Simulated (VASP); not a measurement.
# Ni3Ge: single point with PBEsol

Crystal: Ni3Ge.

```
CELL_PARAMETERS angstrom
-3.52491 0.00000 -3.52491
0.00000 -3.52491 -3.52491
-3.52491 -3.52491 0.00000
ATOMIC_POSITIONS crystal
Ni 0.49219 0.99219 0.00781
Ni 0.99219 0.49219 0.50781
Ni 0.49219 0.99219 0.50781
Ni 0.99219 0.49219 0.00781
Ni 0.01064 0.01064 0.48936
Ni 0.51064 0.51064 0.98936
Ge 0.00402 0.00402 0.99598
Ge 0.50402 0.50402 0.49598
```

This cell differs from its parent crystal: atoms displaced along a vibrational mode.

* Program: VASP 6.6.1
* Task: single point
* Functional: PBEsol
* Potentials or basis: VASP PAW PBE potentials, release 64 (Ni, Ge_d)
* Cutoff: 520 eV
* k mesh: 12 × 12 × 12
* Occupations: gaussian, width 0.15 eV
* Spin: no spin polarisation
* Dipole correction: no
* Further INCAR settings: ALGO = Fast; EDIFF = 1e-07; NBANDS = 54

The pressure is 1.9 GPa, the largest force is 1.442 eV/Å and the band gap on the k mesh is zero (bands 44 and 45 overlap by 0.20 eV).

Forces in eV/Å, atoms in the order of the input:
```
Ni   0.000  0.000 -1.066
Ni   0.000  0.000 -1.066
Ni   0.000  0.000 -1.066
Ni   0.000  0.000 -1.066
Ni   0.000  0.000  1.442
Ni   0.000  0.000  1.442
Ge   0.000  0.000  0.689
Ge   0.000  0.000  0.689
```

Levels at points of the mesh, in eV from the Fermi level:
```
           k point  band 41  band 42  band 43  band 44  band 45  band 46  band 47  band 48
(0.00, 0.00, 0.00)    -0.40    -0.30    -0.23    -0.23    -0.20     0.00     0.00     0.00
(0.50, 0.00, 0.00)    -0.32    -0.32    -0.16    -0.16     0.72     0.72     0.75     0.75
(0.50, 0.50, 0.00)    -0.96    -0.85    -0.57     0.00     0.61     0.61     3.58     3.58
(0.00, 0.50, 0.50)    -0.97    -0.94    -0.56     0.00     0.62     0.63     3.61     3.62
```

It took 44 min on 1 thread of Intel Xeon 8259CL (shared host), peak memory 0.68 GiB.

Caveat: the cell differs from its parent crystal (atoms displaced along a vibrational mode); the PAW data sets were made with another functional, which shifts forces and pressure a little. Spin polarisation is off, so any magnetic state and its effect on volume and gap are missing.
